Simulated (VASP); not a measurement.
# TaRu (P4/mmm) in VASP: a series of runs, part 2 of 3

VASP 6.6.1. Earlier steps stand in the parts before.

### Step 3. Electric field gradients, LDA (equal xx and yy strain of -2 %)

Contents of INCAR:

```
SYSTEM = TaRu
  PREC = Accurate
  ENCUT = 520
  EDIFF = 1E-8
  ISMEAR = -1
  SIGMA = 0.05
  LREAL = .False.
  LASPH = .True.
  NELM = 60
  ALGO = Normal
  ISIF = 2
  LWAVE = .False.
  LCHARG = .False.
  GGA = CA
  LEFG = .True.
  NBANDS = 20
```

Contents of KPOINTS:

```
regular mesh
0
Gamma
  11 11 10
  0 0 0
```

Contents of POSCAR:

```
TaRu
1.0
    2.9919400000      0.0000000000      0.0000000000
    0.0000000000      2.9919400000      0.0000000000
    0.0000000000      0.0000000000      3.3890000000
Ta Ru
1 1
Direct
    0.5000000000      0.5000000000      0.5000000000
    0.0000000000      0.0000000000      0.0000000000
```

Potentials or basis: VASP PAW LDA potentials, release 64 (Ta_pv, Ru_pv).

Started as:

```console
$ cat potpaw_LDA.64/Ta_pv/POTCAR potpaw_LDA.64/Ru_pv/POTCAR > POTCAR
$ mpirun -np 1 vasp_std > vasp.out
```

OUTCAR:

```text
SYSTEM = TaRu
   PREC = Accurate
   ENCUT = 520
   EDIFF = 1E-8
   ISMEAR = -1
   LREAL = .False.
   LASPH = .True.
   NELM = 60
   ISIF = 2
   GGA = CA

 ion  position               nearest neighbor table
   1  0.500  0.500  0.500-   2 2.71   2 2.71   2 2.71   2 2.71   2 2.71   2 2.71   2 2.71   2 2.71

   2  0.000  0.000  0.000-   1 2.71   1 2.71   1 2.71   1 2.71   1 2.71   1 2.71   1 2.71   1 2.71

  LATTYP: Found a simple tetragonal cell.
 ALAT       =     2.9919400000
 C/A-ratio  =     1.1327098805

  Lattice vectors:

 A1 = (   2.9919400000,   0.0000000000,   0.0000000000)
 A2 = (   0.0000000000,   2.9919400000,   0.0000000000)
 A3 = (   0.0000000000,   0.0000000000,   3.3890000000)

Analysis of symmetry for initial positions (statically):
=====================================================================
 Subroutine PRICEL returns:
 Original cell was already a primitive cell.

 Routine SETGRP: Setting up the symmetry group for a
 simple tetragonal supercell.

 Subroutine GETGRP returns: Found 16 space group operations
 (whereof 16 operations were pure point group operations)
 out of a pool of 16 trial point group operations.

The static configuration has the point symmetry D_4h.

Analysis of symmetry for dynamics (positions and initial velocities):
=====================================================================
 Subroutine PRICEL returns:
 Original cell was already a primitive cell.

 Routine SETGRP: Setting up the symmetry group for a
 simple tetragonal supercell.

 Subroutine GETGRP returns: Found 16 space group operations
 (whereof 16 operations were pure point group operations)
 out of a pool of 16 trial point group operations.
[... 157 lines left out ...]
  band No.  band energies     occupation
      1     -33.0591      2.00000
      2     -32.9763      2.00000
      3     -32.9763      2.00000
      4     -24.8579      2.00000
      5     -24.6732      2.00000
      6     -24.6732      2.00000
[... 541 lines left out ...]
     19      19.2489      0.00000
     20      19.9345      0.00000

 [... further k-points ...]

------------------------ aborting loop because EDIFF is reached ----------------------------------------

  FORCE on cell =-STRESS in cart. coord.  units (eV):
  Direction    XX          YY          ZZ          XY          YZ          ZX
  --------------------------------------------------------------------------------------
  -------------------------------------------------------------------------------------
  Total        0.3451850      0.3451850      0.1285163      0.0000000      0.0000000     -0.0000000
  in kB       18.2299386     18.2299386      6.7872150      0.0000000      0.0000000     -0.0000000
  external PRESSURE =      14.4156974 kB  Pullay stress =       0.0000000 kB

 VOLUME and BASIS-vectors are now :
 -----------------------------------------------------------------------------
  energy-cutoff  :      520.00
  volume of cell :       30.34
      direct lattice vectors                 reciprocal lattice vectors
     2.991940000  0.000000000  0.000000000     0.334231301  0.000000000  0.000000000
     0.000000000  2.991940000  0.000000000     0.000000000  0.334231301  0.000000000
     0.000000000  0.000000000  3.389000000     0.000000000  0.000000000  0.295072293

 POSITION                                       TOTAL-FORCE (eV/Angst)
 -----------------------------------------------------------------------------------
      1.49597      1.49597      1.69450         0.000000      0.000000      0.000000
      0.00000      0.00000      0.00000         0.000000      0.000000      0.000000
 -----------------------------------------------------------------------------------
    total drift:                                0.000000      0.000000     -0.000000

  FREE ENERGIE OF THE ION-ELECTRON SYSTEM (eV)
  ---------------------------------------------------
  free  energy   TOTEN  =       -24.0681927928 eV

  energy  without entropy=      -24.0500436349  energy(sigma->0) =      -24.05911821

 Electric field gradients (V/A^2)
---------------------------------------------------------------------
 ion       V_xx      V_yy      V_zz      V_xy      V_xz      V_yz
---------------------------------------------------------------------
   1      -6.215    -6.215    12.430     0.000    -0.000    -0.000
   2     -17.971   -17.971    35.942     0.000    -0.000    -0.000
---------------------------------------------------------------------

 Electric field gradients after diagonalization (V/A^2)
 (convention: |V_zz| > |V_xx| > |V_yy|)
----------------------------------------------------------------------
 ion       V_xx      V_yy      V_zz     asymmetry (V_yy - V_xx)/ V_zz
----------------------------------------------------------------------
   1      -6.215    -6.215    12.430       0.000
   2     -17.971   -17.971    35.942       0.000
----------------------------------------------------------------------

           NMR quadrupolar parameters

 Cq : quadrupolar parameter    Cq=e*Q*V_zz/h
 eta: asymmetry parameters     (V_yy - V_xx)/ V_zz
 Q  : nuclear electric quadrupole moment in mb (millibarn)
----------------------------------------------------------------------
 ion       Cq(MHz)       eta       Q (mb)
----------------------------------------------------------------------
   1       0.030       0.000       1.000
   2       0.087       0.000       1.000
----------------------------------------------------------------------
```

stdout:

```text
POSCAR found type information on POSCAR TaRu
 POSCAR found :  2 types and       2 ions
 scaLAPACK will be used
 LDA part: xc-table for (Slater(with rela. corr.)+CA(PZ))
 , standard interpolation
 POSCAR, INCAR and KPOINTS ok, starting setup
 FFT: planning ... GRIDC
 FFT: planning ... GRID_SOFT
 FFT: planning ... GRID
 WAVECAR not read
 entering main loop
ion   1

ion   2
```

Run time: 36 s. Hardware: 1 thread of Intel Xeon Platinum 8375C at 2.90GHz (Ice Lake), shared host; peak memory 0.19 GiB.

Results:

```
Free energy : -24.0682 eV
Pressure    : 1.4 GPa
```

Stress tensor (GPa, compression positive):
```
1.82 0.00 0.00
0.00 1.82 0.00
0.00 0.00 0.68
```

Electric field gradients, principal values (V/Å²):
| atom | least | middle | greatest (by size) |
| --- | --- | --- | --- |
| 1 Ta | -6.215 | -6.215 | 12.430 |
| 2 Ru | -17.971 | -17.971 | 35.942 |

Caveat: the cell differs from its parent crystal (equal xx and yy strain of -2 %); without QUAD_EFG the Cq values of the log hold for a quadrupole moment of 1 mb, not for the nuclei.

### Step 4. Electric field gradients, LDA (equal xx and yy strain of -2 %)

Contents of INCAR:

```
  PREC = Accurate
  ENCUT = 520
  EDIFF = 1E-8
  ISMEAR = -1
  SIGMA = 0.05
  LREAL = False
  LASPH = True
  NELM = 60
  ALGO = Normal
  ISIF = 2
  LWAVE = False
  LCHARG = False
  GGA = CA
  LEFG = True
  NBANDS = 20
```

Contents of KPOINTS:

```
Automatic mesh
0
Gamma
  11 11 10
```

POSCAR is that of step 3.

Potentials or basis: VASP PAW LDA potentials, release 64 (Ta_pv, Ru_pv).

Started as:

```console
$ cat potpaw_LDA.64/Ta_pv/POTCAR potpaw_LDA.64/Ru_pv/POTCAR > POTCAR
$ mpirun -np 1 vasp_std > vasp.out
```

OUTCAR:

```text
PREC = Accurate
   ENCUT = 520
   EDIFF = 1E-8
   ISMEAR = -1
   LREAL = False
   LASPH = True
   NELM = 60
   ISIF = 2
   GGA = CA

 ion  position               nearest neighbor table
   1  0.500  0.500  0.500-   2 2.71   2 2.71   2 2.71   2 2.71   2 2.71   2 2.71   2 2.71   2 2.71

   2  0.000  0.000  0.000-   1 2.71   1 2.71   1 2.71   1 2.71   1 2.71   1 2.71   1 2.71   1 2.71

  LATTYP: Found a simple tetragonal cell.
 ALAT       =     2.9919400000
 C/A-ratio  =     1.1327098805

  Lattice vectors:

 A1 = (   2.9919400000,   0.0000000000,   0.0000000000)
 A2 = (   0.0000000000,   2.9919400000,   0.0000000000)
 A3 = (   0.0000000000,   0.0000000000,   3.3890000000)

Analysis of symmetry for initial positions (statically):
=====================================================================
 Subroutine PRICEL returns:
 Original cell was already a primitive cell.

 Routine SETGRP: Setting up the symmetry group for a
 simple tetragonal supercell.

 Subroutine GETGRP returns: Found 16 space group operations
 (whereof 16 operations were pure point group operations)
 out of a pool of 16 trial point group operations.

The static configuration has the point symmetry D_4h.

Analysis of symmetry for dynamics (positions and initial velocities):
=====================================================================
 Subroutine PRICEL returns:
 Original cell was already a primitive cell.

 Routine SETGRP: Setting up the symmetry group for a
 simple tetragonal supercell.

 Subroutine GETGRP returns: Found 16 space group operations
 (whereof 16 operations were pure point group operations)
[... 158 lines left out ...]
  band No.  band energies     occupation
      1     -33.0591      2.00000
      2     -32.9763      2.00000
      3     -32.9763      2.00000
      4     -24.8579      2.00000
      5     -24.6732      2.00000
      6     -24.6732      2.00000
[... 541 lines left out ...]
     19      19.2489      0.00000
     20      19.9345      0.00000

 [... further k-points ...]

------------------------ aborting loop because EDIFF is reached ----------------------------------------

  FORCE on cell =-STRESS in cart. coord.  units (eV):
  Direction    XX          YY          ZZ          XY          YZ          ZX
  --------------------------------------------------------------------------------------
  -------------------------------------------------------------------------------------
  Total        0.3451850      0.3451850      0.1285163      0.0000000      0.0000000     -0.0000000
  in kB       18.2299386     18.2299386      6.7872150      0.0000000      0.0000000     -0.0000000
  external PRESSURE =      14.4156974 kB  Pullay stress =       0.0000000 kB

 VOLUME and BASIS-vectors are now :
 -----------------------------------------------------------------------------
  energy-cutoff  :      520.00
  volume of cell :       30.34
      direct lattice vectors                 reciprocal lattice vectors
     2.991940000  0.000000000  0.000000000     0.334231301  0.000000000  0.000000000
     0.000000000  2.991940000  0.000000000     0.000000000  0.334231301  0.000000000
     0.000000000  0.000000000  3.389000000     0.000000000  0.000000000  0.295072293

 POSITION                                       TOTAL-FORCE (eV/Angst)
 -----------------------------------------------------------------------------------
      1.49597      1.49597      1.69450         0.000000      0.000000      0.000000
      0.00000      0.00000      0.00000         0.000000      0.000000      0.000000
 -----------------------------------------------------------------------------------
    total drift:                                0.000000      0.000000     -0.000000

  FREE ENERGIE OF THE ION-ELECTRON SYSTEM (eV)
  ---------------------------------------------------
  free  energy   TOTEN  =       -24.0681927928 eV

  energy  without entropy=      -24.0500436349  energy(sigma->0) =      -24.05911821

 Electric field gradients (V/A^2)
---------------------------------------------------------------------
 ion       V_xx      V_yy      V_zz      V_xy      V_xz      V_yz
---------------------------------------------------------------------
   1      -6.215    -6.215    12.430     0.000    -0.000    -0.000
   2     -17.971   -17.971    35.942     0.000    -0.000    -0.000
---------------------------------------------------------------------

 Electric field gradients after diagonalization (V/A^2)
 (convention: |V_zz| > |V_xx| > |V_yy|)
----------------------------------------------------------------------
 ion       V_xx      V_yy      V_zz     asymmetry (V_yy - V_xx)/ V_zz
----------------------------------------------------------------------
   1      -6.215    -6.215    12.430       0.000
   2     -17.971   -17.971    35.942       0.000
----------------------------------------------------------------------

           NMR quadrupolar parameters

 Cq : quadrupolar parameter    Cq=e*Q*V_zz/h
 eta: asymmetry parameters     (V_yy - V_xx)/ V_zz
 Q  : nuclear electric quadrupole moment in mb (millibarn)
----------------------------------------------------------------------
 ion       Cq(MHz)       eta       Q (mb)
----------------------------------------------------------------------
   1       0.030       0.000       1.000
   2       0.087       0.000       1.000
----------------------------------------------------------------------
```

Run time: 36 s. Hardware: 1 thread of Intel Xeon Platinum 8375C at 2.90GHz (Ice Lake), shared host; peak memory 0.19 GiB.

What came out:

```yaml
Free_energy: -24.0682 eV
Pressure: 1.4 GPa
```

Electric field gradients, principal values (V/Å²):
```
atom    least   middle  greatest (by size)
1 Ta   -6.215   -6.215              12.430
2 Ru  -17.971  -17.971              35.942
```

Caveat: the cell differs from its parent crystal (equal xx and yy strain of -2 %); without QUAD_EFG the Cq values of the log hold for a quadrupole moment of 1 mb, not for the nuclei.

(Part 2 of 3 ends here.)
